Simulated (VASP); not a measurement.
Write the native input for VASP 6.6.1 that does the following.

```
Task                   : single point
Functional             : LDA
Potentials or basis    : VASP PAW LDA potentials, release 64 (Ir)
Cutoff                 : 520 eV
k mesh                 : 18 × 18 × 10
Occupations            : gaussian, width 0.15 eV
Spin                   : no spin polarisation
Dipole correction      : no
Further INCAR settings : ALGO = Fast; EDIFF = 1e-07; NBANDS = 16
```

The structure of Ir lies in POSCAR:

```
Ir
1.0
    2.6241000000      0.0000000000      0.0000000000
   -1.3120500000      2.2725372621      0.0000000000
    0.0000000000      0.0000000000      4.2693000000
Ir
2
Direct
    0.6666666667      0.3333333333      0.7500000000
    0.3333333333      0.6666666667      0.2500000000
```

This isn't the form of Ir at room conditions, which is fcc.

The input as run:

INCAR

```
PREC = Accurate ; ENCUT = 520
EDIFF = 1E-7 ; ISMEAR = 0
SIGMA = 0.15 ; LREAL = False
LASPH = True ; NELM = 60
ALGO = Fast ; ISIF = 2
LWAVE = False ; LCHARG = False
GGA = CA ; NBANDS = 16
```

KPOINTS

```
Automatic mesh
0
Gamma
  18 18 10
```

Potentials or basis: VASP PAW LDA potentials, release 64 (Ir).

Run with:

```bash
$ cat potpaw_LDA.64/Ir/POTCAR > POTCAR
$ mpirun -np 1 vasp_std > vasp.out
```

Results of the run:

```
Pressure               : 47.9 GPa
Band gap on the k mesh : zero (bands 9 and 10 overlap by 4.02 eV)
```

Caveat: the cell stands under pressure; spin-orbit coupling is left out, which moves the levels of the heavy elements.

Wall time 60 s on 1 thread of Intel(R) Xeon(R) Platinum 8488C (Sapphire Rapids) (shared host), peak memory 0.19 GiB.
